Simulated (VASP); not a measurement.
# Pt2Cl in VASP: a series of runs

Runs on Pt2Cl. Level: PBE. Tasks: single point, relaxation of cell and atoms.

All numbers are computed with VASP 6.6.1; they aren't measurements. Logs are shortened: lines on timing, memory, paths and dates and some standing lists are left out, and cuts for length are marked.

## 1. The cell of the first run

The structure is hexagonal, space group P6/mmm (No. 191). The conventional cell has a = 2.800 Å, b = 2.800 Å, c = 7.460 Å, α = 90.00°, β = 90.00°, γ = 120.00°. Within 3.2 Å of Pt (site symmetry 6mm) lie 1 Cl at 2.46 Å and 7 Pt at 2.55 to 2.80 Å. Cl (site symmetry 6/mmm) has 2 Pt at 2.46 Å and 6 Cl at 2.80 Å within 3.2 Å.

## 2. Single point, PBE

File INCAR:

```
  PREC = Accurate
  ENCUT = 520
  EDIFF = 1E-6
  ISMEAR = 0
  SIGMA = 0.2
  LREAL = False
  LASPH = True
  NELM = 80
  ALGO = Normal
  ISIF = 2
  LWAVE = False
  LCHARG = True
  GGA = PE
  LELF = True
  LVHAR = True
  NBANDS = 36
```

File KPOINTS:

```
regular mesh
0
Gamma
  8 4 4
```

File POSCAR:

```
Pt2Cl
1.0
    2.8000018573      0.0000000000      0.0000000000
    0.0000000000      4.8497454782      0.0000000000
    0.0000000000      0.0000000000      7.4603747862
Pt Cl
4 2
Direct
    0.5000000000      0.5000000000      0.3293369740
    0.0000000000      1.0000000000      0.3293369740
    1.0000000000      0.0000000000      0.6706630260
    0.5000000000      0.5000000000      0.6706630260
    0.5000000000      0.5000000000      0.0000000000
    0.0000000000      0.0000000000      0.0000000000
```

Potentials or basis: VASP PAW PBE potentials, release 64 (Pt, Cl).

On the command line:

```
> cat potpaw_PBE.64/Pt/POTCAR potpaw_PBE.64/Cl/POTCAR > POTCAR
> mpirun -np 1 vasp_std > vasp.out
```

OUTCAR:

```text
PREC = Accurate
   ENCUT = 520
   EDIFF = 1E-6
   ISMEAR = 0
   LREAL = False
   LASPH = True
   NELM = 80
   ISIF = 2
   GGA = PE

 ion  position               nearest neighbor table
   1  0.500  0.500  0.329-   5 2.46   4 2.55   2 2.80   2 2.80   2 2.80   2 2.80
   2  0.000  0.000  0.329-   6 2.46   3 2.55   1 2.80   1 2.80   1 2.80   1 2.80
   3  0.000  0.000  0.671-   6 2.46   2 2.55   4 2.80   4 2.80   4 2.80   4 2.80
   4  0.500  0.500  0.671-   5 2.46   1 2.55   3 2.80   3 2.80   3 2.80   3 2.80
   5  0.500  0.500  0.000-   1 2.46   4 2.46
   6  0.000  0.000  0.000-   2 2.46   3 2.46

  LATTYP: Found a simple orthorhombic cell.
 ALAT       =     2.8000018573
 B/A-ratio  =     1.7320508076
 C/A-ratio  =     2.6644177991

  Lattice vectors:

 A1 = (   2.8000018573,   0.0000000000,   0.0000000000)
 A2 = (   0.0000000000,   4.8497454782,   0.0000000000)
 A3 = (   0.0000000000,   0.0000000000,   7.4603747862)

Analysis of symmetry for initial positions (statically):
=====================================================================
 Subroutine PRICEL returns following result:

  LATTYP: Found a hexagonal cell.
 ALAT       =     2.8000018573
 C/A-ratio  =     2.6644177991

  Lattice vectors:

 A1 = (  -2.8000018573,   0.0000000000,   0.0000000000)
 A2 = (   1.4000009287,  -2.4248727391,   0.0000000000)
 A3 = (   0.0000000000,   0.0000000000,   7.4603747862)

   2 primitive cells build up your supercell.

 Routine SETGRP: Setting up the symmetry group for a
 simple orthorhombic supercell.

 Subroutine GETGRP returns: Found  8 space group operations
 (whereof  8 operations were pure point group operations)
 out of a pool of  8 trial point group operations.

The static configuration has the point symmetry D_2h.

Analysis of symmetry for dynamics (positions and initial velocities):
=====================================================================
 Subroutine PRICEL returns following result:

  LATTYP: Found a hexagonal cell.
 ALAT       =     2.8000018573
 C/A-ratio  =     2.6644177991

  Lattice vectors:

 A1 = (  -2.8000018573,   0.0000000000,   0.0000000000)
 A2 = (   1.4000009287,  -2.4248727391,   0.0000000000)
 A3 = (   0.0000000000,   0.0000000000,   7.4603747862)

   2 primitive cells build up your supercell.

 Routine SETGRP: Setting up the symmetry group for a
 simple orthorhombic supercell.

 Subroutine GETGRP returns: Found  8 space group operations
 (whereof  8 operations were pure point group operations)
 out of a pool of  8 trial point group operations.

The dynamic configuration has the point symmetry D_2h.

 Subroutine INISYM returns: Found  8 space group operations
 (whereof  8 operations are pure point group operations),
 and found     2 'primitive' translations

----------------------------------------------------------------------------------------

                                     Primitive cell

  volume of cell :      50.6533

  direct lattice vectors                    reciprocal lattice vectors
    -2.800001857  0.000000000  0.000000000    -0.357142620 -0.206196388  0.000000000
     1.400000929 -2.424872739  0.000000000     0.000000000 -0.412392776  0.000000000
     0.000000000  0.000000000  7.460374786     0.000000000  0.000000000  0.134041523

  length of vectors
     2.800001857  2.800001857  7.460374786     0.412392776  0.412392776  0.134041523

  position of ions in fractional coordinates (direct lattice)
     0.000000000  0.000000000  0.329336974
     0.000000000  0.000000000  0.670663026
     0.000000000  0.000000000  0.000000000

  ion indices of the primitive-cell ions
   primitive index   ion index
                 1           1
                 2           4
                 3           5

----------------------------------------------------------------------------------------

 KPOINTS: regular mesh

Automatic generation of k-mesh.
 Grid dimensions read from file:
 generate k-points for:    8    4    4

 Generating k-lattice:

  Cartesian coordinates                     Fractional coordinates (reciprocal lattice)
     0.044642828  0.000000000  0.000000000     0.125000000  0.000000000  0.000000000
     0.000000000  0.051549097  0.000000000     0.000000000  0.250000000  0.000000000
     0.000000000  0.000000000  0.033510381     0.000000000  0.000000000  0.250000000

  Length of vectors
     0.044642828  0.051549097  0.033510381

  Shift w.r.t. Gamma in fractional coordinates (k-lattice)
     0.000000000  0.000000000  0.000000000

 Subroutine IBZKPT returns following result:
 ===========================================

 Found     45 irreducible k-points:

 Following reciprocal coordinates:
            Coordinates               Weight
  0.000000  0.000000  0.000000      1.000000
  0.125000  0.000000  0.000000      2.000000
  0.250000  0.000000  0.000000      2.000000
  0.375000  0.000000  0.000000      2.000000
  0.500000  0.000000  0.000000      1.000000
  0.000000  0.250000  0.000000      2.000000
[... 16 lines left out ...]
  0.250000  0.250000  0.250000      8.000000
  0.375000  0.250000  0.250000      8.000000
 [... further k-points ...]
   k-points           NKPTS =     45   k-points in BZ     NKDIM =     45   number of bands    NBANDS=     36
   number of dos      NEDOS =    301   number of ions     NIONS =      6
   total plane-waves  NPLWV =  48384
   dimension x,y,z NGX =    24 NGY =   36 NGZ =   56
   dimension x,y,z NGXF=    48 NGYF=   72 NGZF=  112
   ions per type =               4   2
   NGX,Y,Z   is equivalent  to a cutoff of  14.25, 12.34, 12.48 a.u.
   NGXF,Y,Z  is equivalent  to a cutoff of  28.50, 24.68, 24.96 a.u.
 SYSTEM =  unknown system
   PREC   = accura    normal or accurate (medium, high low for compatibility)
   ISTART =      0    job   : 0-new  1-cont  2-samecut
   ICHARG =      2    charge: 1-file 2-atom 10-const
   ISPIN  =      1    spin polarized calculation?
   LNONCOLLINEAR =      F non collinear calculations
   LSORBIT =      F    spin-orbit coupling
   LASPH  =      T    aspherical Exc in radial PAW
   ENCUT  =  520.0 eV  38.22 Ry    6.18 a.u.   5.21  9.02 13.87*2*pi/ulx,y,z
   NELM   =     80;   NELMIN=  2; NELMDL= -5     # of ELM steps
   EDIFF  = 0.1E-05   stopping-criterion for ELM
   LREAL  =      F    real-space projection
   EDIFFG = 0.1E-04   stopping-criterion for IOM
   NSW    =      0    number of steps for IOM
   IBRION =     -1    ionic relax: 0-MD 1-quasi-New 2-CG
   NFREE  =      0    steps in history (QN), initial steepest desc. (CG)
   ISIF   =      2    stress and relaxation
   ISYM   =      2    0-nonsym 1-usesym 2-fastsym
   POTIM  = 0.5000    time-step for ionic-motion
   TEBEG  =    0.0;   TEEND  =   0.0 temperature during run
   PSTRESS=    0.0 pullay stress
   NELECT =      54.0000    total number of electrons
   NUPDOWN=      -1.0000    fix difference up-down
   EMIN   =  10.00;   EMAX   =-10.00  energy-range for DOS
   EFERMI =   0.00;   METHOD = LEGACY
   ISMEAR =     0;   SIGMA  =   0.20  broadening in eV -4-tet -1-fermi 0-gaus
   EFERMI_NEDOS =   21; number of points for ismear=-14 and -15
   IALGO  =     38    algorithm
   IMIX   =      4    mixing-type and parameters
     AMIX     =   0.40;   BMIX     =  1.00
     AMIX_MAG =   1.60;   BMIX_MAG =  1.00
  volume/ion in A,a.u.               =      16.88       113.94
  Fermi-wavevector in a.u.,A,eV,Ry     =   1.327374  2.508374 23.972416  1.761923
  Thomas-Fermi vector in A             =   2.456691
   LORBIT       =      0    0 simple, 1 ext, 2 COOP (PROOUT), +10 PAW based schemes
   GGA     = PE    functional components
   LHFCALC =     F    Hartree Fock is set to
   AEXX    =    0.0000 exact exchange contribution
   IVDW    =     0    specifies the selected vdW correction
   LEPSILON=     F    determine dielectric tensor
   LRPA    =     F    only Hartree local field effects (RPA)
 non-spin polarized calculation
 Gauss-broadening in eV      SIGMA  =   0.20
  energy-cutoff  :      520.00
  volume of cell :      101.31
 maximum number of plane-waves:      2768
 NGX is ok and might be reduce to    24
   NGX = 11   NGY = 19   NGZ = 27

 number of electron      53.9999996 magnetization

 Free energy of the ion-electron system (eV)
  ---------------------------------------------------
  ext. energy  EPLUGINS =         0.00000000
  ---------------------------------------------------
  free energy    TOTEN  =       -26.69283256 eV

  energy without entropy =      -26.56503614  energy(sigma->0) =      -26.62893435

 E-fermi :   7.9606     XC(G=0): -12.0442

 val. band max:        7.9412259954   @ k =   0.2500   0.5000   0.5000
 cond. band min:       7.9728804687   @ k =   0.3750   0.2500   0.5000
 fundamental gap:      0.0316544733
 Fermi energy:         7.9606316095

 k-point     1 :       0.0000    0.0000    0.0000
  band No.  band energies     occupation
      1      -9.3048      2.00000
      2      -7.0723      2.00000
      3       0.3538      2.00000
      4       0.4055      2.00000
      5       1.0573      2.00000
      6       2.1466      2.00000
[... 28 lines left out ...]
     35      15.8124      0.00000
     36      17.0678      0.00000

 k-point     2 :       0.1250    0.0000    0.0000
  band No.  band energies     occupation
      1      -9.1181      2.00000
      2      -6.9813      2.00000
      3       0.6608      2.00000
      4       0.7632      2.00000
      5       1.2693      2.00000
      6       2.4497      2.00000
[... 28 lines left out ...]
     35      16.6733      0.00000
     36      17.0106      0.00000

 k-point     3 :       0.2500    0.0000    0.0000
  band No.  band energies     occupation
      1      -8.5911      2.00000
      2      -6.7898      2.00000
      3       1.2796      2.00000
      4       1.8272      2.00000
      5       1.8858      2.00000
      6       3.0015      2.00000
[... 28 lines left out ...]
     35      16.7863      0.00000
     36      17.0850      0.00000
[... 742 lines left out ...]
 k-point    23 :       0.2500    0.2500    0.2500
  band No.  band energies     occupation
      1      -8.3683      2.00000
      2      -7.1101      2.00000
      3       0.9551      2.00000
      4       2.0817      2.00000
      5       2.2012      2.00000
      6       2.3769      2.00000
[... 28 lines left out ...]
     35      17.1685      0.00000
     36      17.5356      0.00000

 k-point    24 :       0.3750    0.2500    0.2500
  band No.  band energies     occupation
      1      -7.6810      2.00000
      2      -6.9024      2.00000
      3       1.6124      2.00000
      4       1.6287      2.00000
      5       2.2779      2.00000
      6       2.3569      2.00000
[... 28 lines left out ...]
     35      15.5681      0.00000
     36      17.1838      0.00000

 [... further k-points ...]

------------------------ aborting loop because EDIFF is reached ----------------------------------------

  FORCE on cell =-STRESS in cart. coord.  units (eV):
  Direction    XX          YY          ZZ          XY          YZ          ZX
  --------------------------------------------------------------------------------------
  -------------------------------------------------------------------------------------
  Total        0.4726951     -0.3715494     -0.1390959      0.0000000      0.0000000      0.0000000
  in kB        7.4757324     -5.8761001     -2.1998190      0.0000000      0.0000000      0.0000000
  external PRESSURE =      -0.2000622 kB  Pullay stress =       0.0000000 kB

 VOLUME and BASIS-vectors are now :
 -----------------------------------------------------------------------------
  energy-cutoff  :      520.00
  volume of cell :      101.31
      direct lattice vectors                 reciprocal lattice vectors
     2.800001857  0.000000000  0.000000000     0.357142620  0.000000000  0.000000000
     0.000000000  4.849745478  0.000000000     0.000000000  0.206196388  0.000000000
     0.000000000  0.000000000  7.460374786     0.000000000  0.000000000  0.134041523

 POSITION                                       TOTAL-FORCE (eV/Angst)
 -----------------------------------------------------------------------------------
      1.40000      2.42487      2.45698        -0.000000      0.000000      0.075622
      0.00000      0.00000      2.45698         0.000000     -0.000000      0.075622
      0.00000      0.00000      5.00340         0.000000      0.000000     -0.075622
      1.40000      2.42487      5.00340         0.000000     -0.000000     -0.075622
      1.40000      2.42487      0.00000        -0.000000      0.000000      0.000000
      0.00000      0.00000      0.00000        -0.000000     -0.000000      0.000000
 -----------------------------------------------------------------------------------
    total drift:                                0.000000     -0.000000      0.000000

  FREE ENERGIE OF THE ION-ELECTRON SYSTEM (eV)
  ---------------------------------------------------
  free  energy   TOTEN  =       -26.6928325643 eV

  energy  without entropy=      -26.5650361406  energy(sigma->0) =      -26.62893435
```

Wall time 2.4 min (1 thread of Oxide Virtual Turin-like, shared host); peak memory 0.25 GiB.

What came out:

```
Free energy            : -26.6928 eV
Pressure               : 0.0 GPa
Largest force          : 0.076 eV/Å
Band gap on the k mesh : zero (band 27 reaches 9.66 eV, above the bottom of band 28 at 6.79 eV)
```

Forces on the atoms (eV/Å):
```
Pt   0.000  0.000  0.076
Pt   0.000  0.000  0.076
Pt   0.000  0.000 -0.076
Pt   0.000  0.000 -0.076
Cl   0.000  0.000  0.000
Cl   0.000  0.000  0.000
```

Stress tensor (GPa, compression positive):
```
 0.75  0.00  0.00
 0.00 -0.59  0.00
 0.00  0.00 -0.22
```

Caveat: spin-orbit coupling is left out, which moves the levels of the heavy elements.

## 3. Single point, PBE

This run uses another cell than the first one, of 16.94 Å³/atom, 1.003 times its volume.

File INCAR:

```
  ALGO = Normal
  EDIFF = 1E-6
  ENCUT = 520
  GGA = PE
  ISIF = 2
  ISMEAR = 0
  LASPH = T
  LCHARG = F
  LREAL = F
  LWAVE = F
  NBANDS = 36
  NELM = 100
  PREC = Accurate
  SIGMA = 0.2
```

File KPOINTS:

```
k-points
0
Gamma
  8 4 4
```

File POSCAR:

```
Pt2Cl
1.0
    2.8171119883      0.0002465288     -0.0002886300
    0.0005615914      4.8323496186      0.0000181982
   -0.0011952511     -0.0000163852      7.4647076559
Pt Cl
4 2
Direct
    0.5000007012      0.4999999029      0.3297949572
    0.0000360220      1.0000072459      0.3298236818
    0.9999564180     -0.0000063906      0.6701774741
    0.4999413488      0.5000080278      0.6701499708
    0.5000329798      0.4999996791     -0.0000724182
    0.0000325303     -0.0000084653      0.0001263344
```

Potentials or basis: VASP PAW PBE potentials, release 64 (Pt, Cl).

On the command line:

```
> cat potpaw_PBE.64/Pt/POTCAR potpaw_PBE.64/Cl/POTCAR > POTCAR
> mpirun -np 1 vasp_std > vasp.out
```

OUTCAR:

```text
EDIFF = 1E-6
   ENCUT = 520
   GGA = PE
   ISIF = 2
   ISMEAR = 0
   LASPH = T
   LREAL = F
   NELM = 100
   PREC = Accurate

 ion  position               nearest neighbor table
   1  0.500  0.500  0.330-   5 2.46   4 2.54   2 2.80   2 2.80   2 2.80   2 2.80
   2  0.000  0.000  0.330-   6 2.46   3 2.54   1 2.80   1 2.80   1 2.80   1 2.80
   3  1.000  1.000  0.670-   6 2.46   2 2.54   4 2.80   4 2.80   4 2.80   4 2.80
   4  0.500  0.500  0.670-   5 2.46   1 2.54   3 2.80   3 2.80   3 2.80   3 2.80
   5  0.500  0.500  1.000-   4 2.46   1 2.46
   6  0.000  1.000  0.000-   2 2.46   3 2.46

[... 1147 lines left out ...]
  -------------------------------------------------------------------------------------
  Total       -0.2543895     -0.2271124     -0.2351590     -0.0083070     -0.0000706      0.0054566
  in kB       -4.0108326     -3.5807677     -3.7076343     -0.1309728     -0.0011134      0.0860311
  external PRESSURE =      -3.7664115 kB  Pullay stress =       0.0000000 kB

 VOLUME and BASIS-vectors are now :
 -----------------------------------------------------------------------------
  energy-cutoff  :      520.00
  volume of cell :      101.62
      direct lattice vectors                 reciprocal lattice vectors
     2.817111988  0.000246529 -0.000288630     0.354973473 -0.000041253  0.000056838
     0.000561591  4.832349619  0.000018198    -0.000018109  0.206938671  0.000000451
    -0.001195251 -0.000016385  7.464707656     0.000013725 -0.000000506  0.133963721

 POSITION                                       TOTAL-FORCE (eV/Angst)
 -----------------------------------------------------------------------------------
      1.40844      2.41629      2.46169         0.000446      0.000253      0.007212
     -0.00029      0.00003      2.46204        -0.000280     -0.000342      0.006567
      2.81675      4.83255      5.00241        -0.000059      0.000587     -0.006297
      1.40787      2.41633      5.00234         0.000133     -0.000557     -0.005900
      1.40773      2.41628      7.46403        -0.000144     -0.000248      0.000908
      0.00065      4.83231      0.00096        -0.000096      0.000308     -0.002490
 -----------------------------------------------------------------------------------
    total drift:                                0.000000      0.000000      0.000385

  FREE ENERGIE OF THE ION-ELECTRON SYSTEM (eV)
  ---------------------------------------------------
  free  energy   TOTEN  =       -26.6953292994 eV

  energy  without entropy=      -26.5669042709  energy(sigma->0) =      -26.63111679
```

stdout:

```text
POSCAR found type information on POSCAR PtCl
 POSCAR found :  2 types and       6 ions
 scaLAPACK will be used
 LDA part: xc-table for (Slater+PW92), standard interpolation
 POSCAR, INCAR and KPOINTS ok, starting setup
 FFT: planning ... GRIDC
 FFT: planning ... GRID_SOFT
 FFT: planning ... GRID
 WAVECAR not read
 entering main loop
```

Run time: 3.9 min. Hardware: 1 thread of Oxide Virtual Turin-like, shared host; peak memory 0.3 GiB.

Results:

* Free energy: -26.6953 eV
* Pressure: -0.4 GPa
* Largest force: 0.007 eV/Å
* Band gap on the k mesh: zero (band 27 reaches 9.59 eV, above the bottom of band 28 at 6.71 eV)

Forces on the atoms (eV/Å):
```
Pt   0.000  0.000  0.007
Pt   0.000  0.000  0.007
Pt   0.000  0.001 -0.006
Pt   0.000 -0.001 -0.006
Cl   0.000  0.000  0.001
Cl   0.000  0.000 -0.002
```

Caveat: spin-orbit coupling is left out, which moves the levels of the heavy elements.

(Part 1 of 2 ends here.)
